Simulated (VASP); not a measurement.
# Si2Mo (I4/mmm) in VASP: notebook

The runs below take Si2Mo through single point, with PBEsol.

All numbers are computed with VASP 6.6.1; they aren't measurements. Logs are shortened: lines on timing, memory, paths and dates and some standing lists are left out, and cuts for length are marked.

### 1 The cell of the first run

The structure is tetragonal, space group I4/mmm (No. 139). The conventional cell has a = 3.190 Å, b = 3.190 Å, c = 7.822 Å, α = 90.00°, β = 90.00°, γ = 90.00°. Within 3.4 Å of Si (site symmetry 4mm) lie 9 Si at 2.58 to 3.19 Å and 5 Mo at 2.60 to 2.62 Å. Mo (site symmetry 4/mmm) has 10 Si at 2.60 to 2.62 Å and 4 Mo at 3.19 Å within 3.4 Å.

### 2 Single point, PBEsol

Input file INCAR:

```
SYSTEM = Si2Mo
PREC = Accurate ; ENCUT = 520
EDIFF = 1E-6 ; ISMEAR = -1
SIGMA = 0.08 ; LREAL = .FALSE.
LASPH = .TRUE. ; NELM = 60
ALGO = Normal ; ISIF = 2
LWAVE = .FALSE. ; LCHARG = .FALSE.
GGA = PS ; NBANDS = 18
```

Input file KPOINTS:

```
Automatic mesh
0
G
  14 14 14
  0 0 0
```

Input file POSCAR:

```
Si2Mo
1.0
   -1.5950042423      1.5950042423      3.9110528499
    1.5950042423     -1.5950042423      3.9110528499
    1.5950042423      1.5950042423     -3.9110528499
Si Mo
2 1
Direct
    0.3350528687      0.3350528687      0.0000000000
    0.6649471313      0.6649471313      0.0000000000
    0.0000000000      0.0000000000      0.0000000000
```

Potentials or basis: VASP PAW PBE potentials, release 64 (Si, Mo_sv).

On the command line:

```console
> cat potpaw_PBE.64/Si/POTCAR potpaw_PBE.64/Mo_sv/POTCAR > POTCAR
> mpirun -np 1 vasp_std > vasp.out
```

OUTCAR:

```text
SYSTEM = Si2Mo
   PREC = Accurate
   ENCUT = 520
   EDIFF = 1E-6
   ISMEAR = -1
   LREAL = .FALSE.
   LASPH = .TRUE.
   NELM = 60
   ISIF = 2
   GGA = PS

 ion  position               nearest neighbor table
   1  0.335  0.335  0.000-   2 2.58   3 2.60   3 2.60   3 2.60   3 2.60   2 2.62   2 2.62   2 2.62
                             2 2.62   3 2.62
   2  0.665  0.665  0.000-   1 2.58   3 2.60   3 2.60   3 2.60   3 2.60   1 2.62   1 2.62   1 2.62
                             1 2.62   3 2.62
   3  0.000  0.000  0.000-   2 2.60   2 2.60   2 2.60   1 2.60   2 2.60   1 2.60   1 2.60   1 2.60
                             1 2.62   2 2.62

  LATTYP: Found a body centered tetragonal cell.
 ALAT       =     3.1900084846
 C/A-ratio  =     2.4520642304

  Lattice vectors:

 A1 = (  -1.5950042423,   1.5950042423,   3.9110528499)
 A2 = (   1.5950042423,  -1.5950042423,   3.9110528499)
 A3 = (   1.5950042423,   1.5950042423,  -3.9110528499)

Analysis of symmetry for initial positions (statically):
=====================================================================
 Subroutine PRICEL returns:
 Original cell was already a primitive cell.

 Routine SETGRP: Setting up the symmetry group for a
 body centered tetragonal supercell.

 Subroutine GETGRP returns: Found 16 space group operations
 (whereof 16 operations were pure point group operations)
 out of a pool of 16 trial point group operations.

The static configuration has the point symmetry D_4h.

Analysis of symmetry for dynamics (positions and initial velocities):
=====================================================================
 Subroutine PRICEL returns:
 Original cell was already a primitive cell.

 Routine SETGRP: Setting up the symmetry group for a
 body centered tetragonal supercell.

 Subroutine GETGRP returns: Found 16 space group operations
 (whereof 16 operations were pure point group operations)
 out of a pool of 16 trial point group operations.

The dynamic configuration has the point symmetry D_4h.

 Subroutine INISYM returns: Found 16 space group operations
 (whereof 16 operations are pure point group operations),
 and found     1 'primitive' translations

----------------------------------------------------------------------------------------

                                     Primitive cell

  volume of cell :      39.7995

  direct lattice vectors                    reciprocal lattice vectors
    -1.595004242  1.595004242  3.911052850     0.000000000  0.313478790  0.127842813
     1.595004242 -1.595004242  3.911052850     0.313478790  0.000000000  0.127842813
     1.595004242  1.595004242 -3.911052850     0.313478790  0.313478790  0.000000000

  length of vectors
     4.514909906  4.514909906  4.514909906     0.338545029  0.338545029  0.443325956

  position of ions in fractional coordinates (direct lattice)
     0.335052869  0.335052869  0.000000000
     0.664947131  0.664947131  0.000000000
     0.000000000  0.000000000  0.000000000

  ion indices of the primitive-cell ions
   primitive index   ion index
                 1           1
                 2           2
                 3           3

----------------------------------------------------------------------------------------

 KPOINTS: Automatic mesh

Automatic generation of k-mesh.
 Grid dimensions read from file:
 generate k-points for:   14   14   14

 Generating k-lattice:

  Cartesian coordinates                     Fractional coordinates (reciprocal lattice)
     0.000000000  0.022391342  0.009131630     0.071428571 -0.000000000  0.000000000
     0.022391342  0.000000000  0.009131630    -0.000000000  0.071428571  0.000000000
     0.022391342  0.022391342  0.000000000     0.000000000  0.000000000  0.071428571

  Length of vectors
     0.024181788  0.024181788  0.031666140

  Shift w.r.t. Gamma in fractional coordinates (k-lattice)
     0.000000000  0.000000000  0.000000000

 Subroutine IBZKPT returns following result:
 ===========================================

 Found    244 irreducible k-points:

 Following reciprocal coordinates:
            Coordinates               Weight
  0.000000  0.000000  0.000000      1.000000
  0.071429  0.000000  0.000000      8.000000
  0.142857  0.000000  0.000000      8.000000
  0.214286  0.000000  0.000000      8.000000
  0.285714  0.000000  0.000000      8.000000
  0.357143  0.000000  0.000000      8.000000
[... 16 lines left out ...]
  0.214286  0.142857 -0.000000     16.000000
  0.285714  0.142857  0.000000     16.000000
 [... further k-points ...]
   k-points           NKPTS =    244   k-points in BZ     NKDIM =    244   number of bands    NBANDS=     18
   number of dos      NEDOS =    301   number of ions     NIONS =      3
   total plane-waves  NPLWV =  46656
   dimension x,y,z NGX =    36 NGY =   36 NGZ =   36
   dimension x,y,z NGXF=    72 NGYF=   72 NGZF=   72
   ions per type =               2   1
   NGX,Y,Z   is equivalent  to a cutoff of  13.26, 13.26, 13.26 a.u.
   NGXF,Y,Z  is equivalent  to a cutoff of  26.51, 26.51, 26.51 a.u.
 SYSTEM =  Si2Mo
   PREC   = accura    normal or accurate (medium, high low for compatibility)
   ISTART =      0    job   : 0-new  1-cont  2-samecut
   ICHARG =      2    charge: 1-file 2-atom 10-const
   ISPIN  =      1    spin polarized calculation?
   LNONCOLLINEAR =      F non collinear calculations
   LSORBIT =      F    spin-orbit coupling
   LASPH  =      T    aspherical Exc in radial PAW
   ENCUT  =  520.0 eV  38.22 Ry    6.18 a.u.   8.39  8.39  8.39*2*pi/ulx,y,z
   NELM   =     60;   NELMIN=  2; NELMDL= -5     # of ELM steps
   EDIFF  = 0.1E-05   stopping-criterion for ELM
   LREAL  =      F    real-space projection
   EDIFFG = 0.1E-04   stopping-criterion for IOM
   NSW    =      0    number of steps for IOM
   IBRION =     -1    ionic relax: 0-MD 1-quasi-New 2-CG
   NFREE  =      0    steps in history (QN), initial steepest desc. (CG)
   ISIF   =      2    stress and relaxation
   ISYM   =      2    0-nonsym 1-usesym 2-fastsym
   POTIM  = 0.5000    time-step for ionic-motion
   TEBEG  =    0.0;   TEEND  =   0.0 temperature during run
   PSTRESS=    0.0 pullay stress
   NELECT =      22.0000    total number of electrons
   NUPDOWN=      -1.0000    fix difference up-down
   EMIN   =  10.00;   EMAX   =-10.00  energy-range for DOS
   EFERMI =   0.00;   METHOD = LEGACY
   ISMEAR =    -1;   SIGMA  =   0.08  broadening in eV -4-tet -1-fermi 0-gaus
   EFERMI_NEDOS =   21; number of points for ismear=-14 and -15
   IALGO  =     38    algorithm
   IMIX   =      4    mixing-type and parameters
     AMIX     =   0.40;   BMIX     =  1.00
     AMIX_MAG =   1.60;   BMIX_MAG =  1.00
  volume/ion in A,a.u.               =      13.27        89.53
  Fermi-wavevector in a.u.,A,eV,Ry     =   1.343559  2.538958 24.560552  1.805150
  Thomas-Fermi vector in A             =   2.471623
   LORBIT       =      0    0 simple, 1 ext, 2 COOP (PROOUT), +10 PAW based schemes
   GGA     = PS    functional components
   LHFCALC =     F    Hartree Fock is set to
   AEXX    =    0.0000 exact exchange contribution
   IVDW    =     0    specifies the selected vdW correction
   LEPSILON=     F    determine dielectric tensor
   LRPA    =     F    only Hartree local field effects (RPA)
 non-spin polarized calculation
  energy-cutoff  :      520.00
  volume of cell :       39.80
 maximum number of plane-waves:      1104
 NGX is ok and might be reduce to    36
   NGX = 17   NGY = 17   NGZ = 17

 number of electron      22.0000000 magnetization

 Free energy of the ion-electron system (eV)
  ---------------------------------------------------
  ext. energy  EPLUGINS =         0.00000000
  ---------------------------------------------------
  free energy    TOTEN  =       -25.08176388 eV

  energy without entropy =      -25.07583977  energy(sigma->0) =      -25.07880183

 E-fermi :  12.3362     XC(G=0): -12.5624

 val. band max:       12.2720580981   @ k =  -0.3571  -0.4286   0.3571
 cond. band min:      12.3926825383   @ k =  -0.4286  -0.4286   0.3571
 fundamental gap:      0.1206244401
 Fermi energy:        12.3362237511

 k-point     1 :       0.0000    0.0000    0.0000
  band No.  band energies     occupation
      1     -48.2692      2.00000
      2     -22.4602      2.00000
      3     -22.3754      2.00000
      4     -22.3754      2.00000
      5      -1.1627      2.00000
      6       5.8676      2.00000
[... 10 lines left out ...]
     17      17.5375      0.00000
     18      17.5375      0.00000

 k-point     2 :       0.0714    0.0000    0.0000
  band No.  band energies     occupation
      1     -48.2682      2.00000
      2     -22.4592      2.00000
      3     -22.3891      2.00000
      4     -22.3742      2.00000
      5      -1.0686      2.00000
      6       5.8768      2.00000
[... 10 lines left out ...]
     17      17.6015      0.00000
     18      18.1054      0.00000

 k-point     3 :       0.1429    0.0000    0.0000
  band No.  band energies     occupation
      1     -48.2655      2.00000
      2     -22.4564      2.00000
      3     -22.4272      2.00000
      4     -22.3706      2.00000
      5      -0.7901      2.00000
      6       5.8725      2.00000
[... 10 lines left out ...]
     17      18.0008      0.00000
     18      19.2655      0.00000

 k-point     4 :       0.2143    0.0000    0.0000
  band No.  band energies     occupation
      1     -48.2615      2.00000
      2     -22.4820      2.00000
      3     -22.4520      2.00000
      4     -22.3655      2.00000
      5      -0.3378      2.00000
      6       5.7299      2.00000
[... 375 lines left out ...]
      4     -22.4188      2.00000
      5      -0.3292      2.00000
      6       5.4564      2.00000
[... 10 lines left out ...]
     17      19.1553      0.00000
     18      19.6167      0.00000

 k-point    23 :       0.2143    0.1429   -0.0000
  band No.  band energies     occupation
      1     -48.2578      2.00000
      2     -22.4765      2.00000
      3     -22.4498      2.00000
      4     -22.4158      2.00000
      5       0.1484      2.00000
      6       5.2539      2.00000
[... 10 lines left out ...]
     17      19.1166      0.00000
     18      20.6624      0.00000

 k-point    24 :       0.2857    0.1429    0.0000
  band No.  band energies     occupation
      1     -48.2535      2.00000
      2     -22.5356      2.00000
      3     -22.4449      2.00000
      4     -22.4095      2.00000
      5       0.7654      2.00000
      6       4.9419      2.00000
[... 10 lines left out ...]
     17      19.6514      0.00000
     18      20.7976      0.00000

 [... further k-points ...]
[... 5 lines left out ...]
  --------------------------------------------------------------------------------------
  -------------------------------------------------------------------------------------
  Total        0.0985842      0.0985842      0.0865042      0.0000000      0.0000000      0.0000000
  in kB        3.9686299      3.9686299      3.4823320      0.0000000      0.0000000      0.0000000
  external PRESSURE =       3.8065306 kB  Pullay stress =       0.0000000 kB

 VOLUME and BASIS-vectors are now :
 -----------------------------------------------------------------------------
  energy-cutoff  :      520.00
  volume of cell :       39.80
      direct lattice vectors                 reciprocal lattice vectors
    -1.595004242  1.595004242  3.911052850     0.000000000  0.313478790  0.127842813
     1.595004242 -1.595004242  3.911052850     0.313478790  0.000000000  0.127842813
     1.595004242  1.595004242 -3.911052850     0.313478790  0.313478790  0.000000000

 POSITION                                       TOTAL-FORCE (eV/Angst)
 -----------------------------------------------------------------------------------
      0.00000      0.00000      2.62082        -0.000000     -0.000000     -0.003922
      0.00000      0.00000      5.20129         0.000000      0.000000      0.003922
      0.00000      0.00000      0.00000        -0.000000     -0.000000      0.000000
 -----------------------------------------------------------------------------------
    total drift:                                0.000000     -0.000000      0.000000

  FREE ENERGIE OF THE ION-ELECTRON SYSTEM (eV)
  ---------------------------------------------------
  free  energy   TOTEN  =       -25.0817638809 eV

  energy  without entropy=      -25.0758397749  energy(sigma->0) =      -25.07880183
```

Wall time 3.5 min (1 thread of Intel Xeon 6975P-C, shared host); peak memory 0.32 GiB.

What came out:

```
Free energy            : -25.0818 eV
Pressure               : 0.4 GPa
Largest force          : 0.004 eV/Å
Band gap on the k mesh : zero (band 11 reaches 12.83 eV, above the bottom of band 12 at 11.88 eV)
```

Forces in eV/Å, atoms in the order of the input:
```
Si   0.000  0.000 -0.004
Si   0.000  0.000  0.004
Mo   0.000  0.000  0.000
```

Caveat: the PAW data sets were made with another functional, which shifts forces and pressure a little.

### 3 Single point, PBEsol

Input file INCAR:

```
PREC = Accurate
ENCUT = 520
EDIFF = 1E-6
ISMEAR = -1
SIGMA = 0.08
LREAL = False
LASPH = True
NELM = 60
ALGO = Normal
ISIF = 2
LWAVE = False
LCHARG = False
GGA = PS
NBANDS = 18
```

Input file KPOINTS:

```
regular mesh
0
Gamma
  14 14 14
```

POSCAR is that of step 2.

Potentials or basis: VASP PAW PBE potentials, release 64 (Si, Mo_sv).

On the command line:

```console
> cat potpaw_PBE.64/Si/POTCAR potpaw_PBE.64/Mo_sv/POTCAR > POTCAR
> mpirun -np 1 vasp_std > vasp.out
```

Wall time 3.8 min (1 thread of Intel Xeon 6975P-C, shared host); peak memory 0.32 GiB.

Results (log left out):

- Free energy: -25.0818 eV
- Pressure: 0.4 GPa
- Largest force: 0.004 eV/Å
- Band gap on the k mesh: zero (band 11 reaches 12.83 eV, above the bottom of band 12 at 11.88 eV)

Forces in eV/Å, atoms in the order of the input:
```
Si   0.000  0.000 -0.004
Si   0.000  0.000  0.004
Mo   0.000  0.000  0.000
```

Levels at points of the mesh, in eV from the Fermi level:
```csv
k point,band 9,band 10,band 11,band 12,band 13,band 14
"(0.00, 0.00, 0.00)",-2.64,-2.64,0.39,3.13,3.24,3.56
"(0.50, 0.00, 0.00)",-2.62,-2.60,-0.52,2.29,3.14,4.15
"(0.50, 0.50, 0.00)",-4.48,-3.11,-1.21,2.34,2.78,3.18
"(0.50, 0.50, 0.50)",-0.59,-0.59,-0.46,-0.46,0.52,4.77
```

Caveat: the PAW data sets were made with another functional, which shifts forces and pressure a little.
